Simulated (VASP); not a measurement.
Write the native input for VASP 6.6.1 that does the following.

| Item | Value |
| --- | --- |
| Task | relaxation of cell and atoms |
| Functional | PBE |
| Potentials or basis | VASP PAW PBE potentials, release 64 (B, P) |
| Cutoff | 600 eV |
| k mesh | 4 × 6 × 6 |
| Occupations | gaussian, width 0.1 eV |
| Spin | no spin polarisation |
| Dipole correction | no |
| Further INCAR settings | ALGO = Normal; EDIFF = 1e-06; IBRION = 2; EDIFFG = -0.04; NSW = 90; ISIF = 3 |

The structure of B3P lies in POSCAR:

```
B3P
1.0
    4.4059091962      0.0000000000      0.0000000000
    0.3081417527      3.4095952939      0.0000000000
   -0.1777472640      0.8127669182      2.5467886486
B P
3 1
Direct
    0.4472163920      0.2860161983      0.7727688169
    0.9000423366      0.5639408522      0.5438609644
    0.3841225198      0.4748923206      0.2091027624
    0.2268780843      0.7298372654      0.4795070815
```

The cell was built from a structure type or drawn by symmetry, and may not be a known phase.

One way to write it, as run:

INCAR

```
SYSTEM = B3P
PREC     = Accurate       ! precision mode
ENCUT    = 600            ! plane-wave cutoff, eV
EDIFF    = 1E-6           ! SCF threshold, eV
ISMEAR   = 0              ! smearing method
SIGMA    = 0.1            ! smearing width, eV
LREAL    = .False.        ! projectors in reciprocal space
LASPH    = .True.         ! aspherical terms in the spheres
NELM     = 60             ! most SCF steps
ALGO     = Normal         ! electronic algorithm
ISIF     = 3              ! what is computed and relaxed
LWAVE    = .False.        ! write WAVECAR
LCHARG   = .False.        ! write CHGCAR
GGA      = PE             ! functional
IBRION   = 2              ! ionic algorithm
NSW      = 90             ! ionic steps
EDIFFG   = -0.04          ! ionic threshold
```

KPOINTS

```
Automatic mesh
0
Gamma
  4 6 6
  0 0 0
```

Potentials or basis: VASP PAW PBE potentials, release 64 (B, P).

Run with:

```bash
$ cat potpaw_PBE.64/B/POTCAR potpaw_PBE.64/P/POTCAR > POTCAR
$ mpirun -np 1 vasp_std > vasp.out
```

It gave:

```
Relaxed volume                        : 9.50 Å³/atom
Relaxed cell                          : a = 4.350 Å, b = 3.139 Å, c = 3.405 Å, α = 58.67°, β = 102.28°, γ = 106.21°
Space group after relaxing (to 0.1 Å) : P1 (No. 1)
Pressure after relaxing               : 0.1 GPa
Largest force after relaxing          : 0.037 eV/Å
Band gap on the k mesh                : zero (bands 7 and 8 overlap by 2.07 eV)
```

Caveat: the k points lie up to 0.38 Å⁻¹ apart in the final cell, too coarse for converged energies and pressures of a metal; a cell axis changed by over 15 % at a fixed basis, so the end point is rough.

Wall time 10 min on 1 thread of AMD EPYC 9R45 96-Core Processor (Zen 5), with other jobs on the host, peak memory 0.16 GiB.
